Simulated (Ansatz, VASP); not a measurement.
Two plane-wave programs on Rh

INCAR

```
SYSTEM = Rh
  PREC = Accurate
  ENCUT = 520
  EDIFF = 1E-6
  ISMEAR = 0
  SIGMA = 0.15
  LREAL = .False.
  LASPH = .True.
  NELM = 60
  ALGO = Fast
  ISIF = 2
  LWAVE = .False.
  LCHARG = .False.
  NBANDS = 38
```

Contents of KPOINTS:

```
Automatic mesh
0
Gamma
  18 18 6
  0 0 0
```

File POSCAR:

```
Rh
1.0
    2.4623479726      0.0000000000      0.0000000000
   -1.2311739863      2.6387315109      0.0000000000
    0.0000000000      0.0000000000      8.0315990299
Rh
4
Direct
    0.0000000000      0.0000000000      0.0000000000
    0.3333333333      0.6666666667      0.2500000000
    0.0000000000      0.0000000000      0.5000000000
    0.6666666667      0.3333333333      0.7500000000
```

Input for Ansatz:

```yaml
crystal:
  lattice:
    - [2.4623479726, 0.0, 0.0]
    - [-1.2311739863, 2.6387315109, 0.0]
    - [0.0, 0.0, 8.0315990299]
  atoms:
    - { symbol: Rh, position: [0.0, 0.0, 0.0] }
    - { symbol: Rh, position: [0.3333333333, 0.6666666667, 0.25] }
    - { symbol: Rh, position: [0.0, 0.0, 0.5] }
    - { symbol: Rh, position: [0.6666666667, 0.3333333333, 0.75] }
basis:
  ecutwfc: 420
kpoints:
  mp_grid: { grid: [18, 18, 6] }
hamiltonian:
  xc: lda
  pseudopotentials: { kind: paw, azcp: { folder: soft_1 } }
scf:
  occupations: { method: gaussian, width: 0.15 }
output:
  forces: true
  stress: true
  eigenvalues: true
```

Change from the starting cell: strain +e along x and -e along y -0.1100, strain +e along z and -e/2 along x and y -0.0733.

Alike in both runs: task single point; functional LDA; k mesh 18 × 18 × 6; occupations gaussian, width 0.15 eV; no spin polarisation.

|  | VASP | Ansatz |
| --- | --- | --- |
| version | VASP 6.6.1 | Ansatz 0.2.0 |
| potentials or method | VASP PAW LDA potentials, release 64 (Rh_pv), cutoff 520 eV | scalar-relativistic, plane waves, PAW |
| valence electrons in the cell | 60 | 68 |

|  | VASP | Ansatz | Ansatz less VASP |
| --- | --- | --- | --- |
| gap on the k mesh at the Fermi level (eV) | none | none | - |
| pressure (GPa) | 20.9 | 19.9 | -1.04 |
| traceless stress, the component that is largest in VASP (GPa) | -37.48 | -37.18 | +0.295 |
| rms of the force components (eV/Å) | 0.339 | 0.332 | -0.0067 |

Ansatz warns that its potentials were made for another functional, while VASP's fit it. LDA's correlation is that of Perdew and Zunger in VASP and of Perdew and Wang (1992) in Ansatz. Atom by atom the forces differ by 0.007 eV/Å (rms over components). A gap of «none» marks a metal or a gap that the smearing closes. VASP's potentials hold 60 valence electrons a cell and Ansatz's 68, so a difference there can come from the potentials and not from the codes.
